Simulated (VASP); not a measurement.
Crystal: La2SbAs3.

```
CELL_PARAMETERS angstrom
4.53399 0.00000 0.00000
-2.26699 3.92655 0.00000
0.00000 0.00000 8.95021
ATOMIC_POSITIONS crystal
La 0.33333 0.66667 0.75201
La 0.33333 0.66667 0.24799
Sb 0.66667 0.33333 0.50000
As 0.66667 0.33333 0.00000
As 0.00000 0.00000 0.50000
As 0.00000 0.00000 0.00000
```

The cell was generated, and may not be a known phase.

```yaml
Program: VASP 6.6.1
Task: relaxation of cell and atoms
Functional: PBE
Potentials_or_basis: VASP PAW PBE potentials, release 64 (La, Sb, As)
Cutoff: 600 eV
k_mesh: 6 × 6 × 2
Occupations: gaussian, width 0.1 eV
Spin: no spin polarisation
```

At the start: pressure 1.0 GPa; volume 26.56 Å³/atom.

Question: How do energy, volume and symmetry change on relaxing?

Answer: Over 8 steps the energy falls by 93.6 meV/atom and the volume is 26.16 Å³/atom (-1.5 %); space group P-6m2 (No. 187, to 0.1 Å) before and after.

Step by step:
| step | energy change (eV) | largest force (eV/Å) | pressure (GPa) | volume (Å³) |
| --- | --- | --- | --- | --- |
| 1 | 0.0000 | 0.4537 | 1.04 | 159.34 |
| 2 | -0.4635 | 0.2677 | -1.79 | 162.85 |
| 3 | -0.4981 | 0.2060 | -2.41 | 163.67 |
| 4 | -0.5477 | 0.0830 | 0.97 | 154.33 |
| 5 | -0.5584 | 0.1269 | -0.11 | 156.98 |
| 6 | -0.5606 | 0.0914 | 0.06 | 156.72 |
| 7 | -0.5608 | 0.0817 | 0.11 | 156.63 |
| 8 | -0.5617 | 0.0376 | -0.03 | 156.99 |

Final structure:
```
La Sb As
1.0
     4.72433    0.00000    0.00000
    -2.36217    4.09139    0.00000
     0.00000    0.00000    8.12174
La Sb As
2 1 3
Direct
  0.33333 0.66667 0.75817
  0.33333 0.66667 0.24183
  0.66667 0.33333 0.50000
  0.66667 0.33333 0.00000
  0.00000 0.00000 0.50000
  0.00000 0.00000 0.00000
```
